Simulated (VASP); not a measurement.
# Ir: single point with LDA

Crystal: Ir.

```
Ir
1.0
     3.81975    0.00000    0.00000
     0.00000    3.81975    0.00000
    -1.90988    0.00000    1.90183
Ir
2
Direct
  0.00000 0.00000 0.00000
  0.50000 0.50000 0.00000
```

```
Program             : VASP 6.6.1
Task                : single point
Functional          : LDA
Potentials or basis : VASP PAW LDA potentials, release 64 (Ir_sv_GW)
Cutoff              : 560 eV
k mesh              : 9 × 9 × 18
Occupations         : gaussian, width 0.1 eV
Spin                : no spin polarisation
```

```json
{"Pressure": "-1.5 GPa", "Band gap on the k mesh": "zero (bands 17 and 18 overlap by 3.06 eV)"}
```

Stress tensor (GPa, compression positive):
```
-2.10  0.00  0.00
 0.00 -2.10  0.00
 0.00  0.00 -0.39
```

Levels at points of the mesh, in eV from the Fermi level:
| k point | band 14 | band 15 | band 16 | band 17 | band 18 | band 19 | band 20 | band 21 |
| --- | --- | --- | --- | --- | --- | --- | --- | --- |
| (0.00, 0.00, 0.00) | -4.00 | -1.27 | -1.19 | 0.92 | 1.49 | 1.55 | 1.70 | 10.77 |
| (0.00, 0.00, 0.50) | 0.92 | 1.49 | 1.53 | 1.53 | 1.55 | 1.70 | 1.79 | 10.77 |

Run time: 2.3 min on 1 thread of Intel(R) Xeon(R) Platinum 8259CL CPU @ 2.50GHz (Skylake/Cascade Lake) (shared host), peak memory 0.27 GiB.

Caveat: spin-orbit coupling is left out, which moves the levels of the heavy elements.
